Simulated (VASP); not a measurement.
Crystal: Te2Mo (fluorite type).

```
CELL_PARAMETERS angstrom
0.00000 3.21736 3.21736
3.21736 0.00000 3.21736
3.21736 3.21736 0.00000
ATOMIC_POSITIONS crystal
Mo 0.00000 0.00000 0.00000
Te 0.25000 0.25000 0.25000
Te 0.75000 0.75000 0.75000
```

```yaml
Program: VASP 6.6.1
Task: relaxation of cell and atoms
Functional: PBE
Potentials_or_basis: VASP PAW PBE potentials, release 64 (Mo_sv, Te)
Cutoff: 600 eV
k_mesh: 11 × 11 × 11
Occupations: fermi-dirac, width 0.05 eV
Spin: no spin polarisation
```

At the start: pressure 11.5 GPa; volume 22.20 Å³/atom.

**Question.** How do energy, volume and symmetry change on relaxing?

**Answer.** Over 4 steps the energy falls by 77.2 meV/atom and the volume is 24.57 Å³/atom (+10.6 %); space group Fm-3m (No. 225, to 0.05 Å).

The path:
| step | energy change (eV) | largest force (eV/Å) | pressure (GPa) | volume (Å³) |
| --- | --- | --- | --- | --- |
| 1 | 0.0000 | 0.0000 | 11.52 | 66.61 |
| 2 | 0.0451 | 0.0000 | -8.29 | 83.21 |
| 3 | -0.2315 | 0.0000 | -0.23 | 73.86 |
| 4 | -0.2316 | 0.0000 | -0.03 | 73.70 |

Final structure:
```
Mo Te
1.0
     0.00000    3.32766    3.32766
     3.32766    0.00000    3.32766
     3.32766    3.32766    0.00000
Mo Te
1 2
Direct
  0.00000 0.00000 0.00000
  0.25000 0.25000 0.25000
  0.75000 0.75000 0.75000
```
